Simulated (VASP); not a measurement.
## ZnSe: single point with PBEsol

The system is ZnSe.

```
Zn Se
1.0
     0.00000    2.61029    2.61029
     2.61029    0.00000    2.61029
     2.61029    2.61029    0.00000
Zn Se
1 1
Cartesian
  0.0000 0.0000 0.0000
  3.9154 3.9154 3.9154
```

```
Program                : VASP 6.6.1
Task                   : single point
Functional             : PBEsol
Potentials or basis    : VASP PAW PBE potentials, release 64 (Zn, Se)
Cutoff                 : 520 eV
k mesh                 : 10 × 10 × 10
Occupations            : gaussian, width 0.02 eV
Spin                   : no spin polarisation
Dipole correction      : no
Further INCAR settings : ALGO = Normal; EDIFF = 1e-06; NBANDS = 16
```

The pressure is 25.6 GPa and the band gap on the k mesh is 2.16 eV, indirect (least direct gap 2.24 eV).

Levels at points of the mesh, in eV from the valence-band top:
```tsv
k point	band 6	band 7	band 8	band 9	band 10	band 11	band 12	band 13
(0.00, 0.00, 0.00)	-7.18	0.00	0.00	0.00	2.24	5.53	5.53	5.53
(0.50, 0.00, 0.00)	-7.14	-6.88	-1.31	-1.31	2.84	6.13	6.13	8.76
(0.50, 0.50, 0.00)	-6.91	-5.96	-3.26	-3.26	2.16	3.12	12.71	12.95
```

Run time: 39 s on 1 thread of Intel Xeon 6975P-C, on a shared host, peak memory 0.17 GiB.

Caveat: the PAW data sets were made with another functional, which shifts forces and pressure a little. A hybrid or GW would open this gap; PBEsol tends to underestimate it.
